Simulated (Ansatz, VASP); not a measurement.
This is a calculation of CuO for Ansatz 0.2.0.

The input input.yaml:

```yaml
crystal:
  lattice:
    - [3.1795331, 0.0, 0.0]
    - [-1.58976655, 2.75355644, 0.0]
    - [0.0, 0.0, 4.43149073]
  atoms:
    - { symbol: Cu, position: [0.014357, 0.013551, 0.004377] }
    - { symbol: Cu, position: [-0.020579, -0.005074, 0.493804] }
    - { symbol: O, position: [0.332832, 0.660803, 0.250236] }
    - { symbol: O, position: [0.653342, 0.317948, 0.745856] }
kpoints:
  mp_grid: { grid: [10, 10, 6] }
scf:
  occupations: { method: fermi_dirac, width: 0.05 }
hamiltonian:
  xc: pbe
  pseudopotentials: { kind: all_electron, lapw: { basis_error: 0.001 } }
output:
  forces: true
  stress: true
  eigenvalues: true
  populations: true
```

Potentials or basis: all-electron LAPW, scalar-relativistic.

Run with:

```sh
$ ansatz run input.yaml --threads 2 --pin off --max-ram 6144MiB --backend cpu --events-out ev --progress --plain --runs-dir out
```

Task: Set up the same calculation for VASP 6.6.1. Potentials there: VASP PAW PBE potentials, release 64 (Cu, O).

Result: As run (the cutoff follows the program's own potentials):

The input INCAR:

```
SYSTEM = CuO
PREC = Accurate ; ENCUT = 520
EDIFF = 1E-6 ; ISMEAR = -1
SIGMA = 0.05 ; LREAL = .False.
LASPH = .True. ; NELM = 100
ALGO = Normal ; ISIF = 2
LWAVE = .False. ; LCHARG = .False.
GGA = PE ; NBANDS = 25
```

Contents of KPOINTS:

```
regular mesh
0
Gamma
  10 10 6
  0 0 0
```

The input POSCAR:

```
CuO
1.0
    3.1795331000      0.0000000000      0.0000000000
   -1.5897665500      2.7535564400      0.0000000000
    0.0000000000      0.0000000000      4.4314907300
Cu O
2 2
Direct
    0.0143570000      0.0135510000      0.0043770000
   -0.0205790000     -0.0050740000      0.4938040000
    0.3328320000      0.6608030000      0.2502360000
    0.6533420000      0.3179480000      0.7458560000
```

Potentials or basis: VASP PAW PBE potentials, release 64 (Cu, O).

Command:

```sh
$ cat potpaw_PBE.64/Cu/POTCAR potpaw_PBE.64/O/POTCAR > POTCAR
$ mpirun -np 1 vasp_std > vasp.out
```

Both were run:

|  | VASP | Ansatz | Ansatz less VASP |
| --- | --- | --- | --- |
| gap on the k mesh at the Fermi level (eV) | none | none | - |
| pressure (GPa) | 7.1 | 6.7 | -0.36 |
| traceless stress, the component that is largest in VASP (GPa) | 31.39 | 31.25 | -0.141 |
| rms of the force components (eV/Å) | 0.446 | 0.441 | -0.0057 |

Atom by atom the forces differ by 0.009 eV/Å (rms over components). A gap of «none» marks a metal or a gap that the smearing closes. Ansatz ran all-electron here, and VASP with PAW potentials.
